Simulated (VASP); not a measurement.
Here is a VASP 6.6.1 calculation.

File INCAR:

```
  PREC = Accurate
  ENCUT = 520
  EDIFF = 1E-6
  ISMEAR = 0
  SIGMA = 0.01
  LREAL = F
  LASPH = T
  NELM = 100
  ALGO = Normal
  ISIF = 2
  LWAVE = F
  LCHARG = F
  GGA = PE
  NBANDS = 9
```

File KPOINTS:

```
regular mesh
0
Gamma
  7 7 7
```

POSCAR

```
LiH
1.0
    0.0000000000      2.0367500000      2.0367500000
    2.0367500000      0.0000000000      2.0367500000
    2.0367500000      2.0367500000      0.0000000000
Li H
1 1
Direct
    0.0000000000      0.0000000000      0.0000000000
    0.5000000000      0.5000000000      0.5000000000
```

Potentials or basis: VASP PAW PBE potentials, release 64 (Li_sv, H).

Launch:

```bash
$ cat potpaw_PBE.64/Li_sv/POTCAR potpaw_PBE.64/H/POTCAR > POTCAR
$ mpirun -np 1 vasp_std > vasp.out
```

Estimate the band gap on the k mesh.

3.49 eV, direct.

 A hybrid or GW would open this gap; PBE tends to underestimate it.
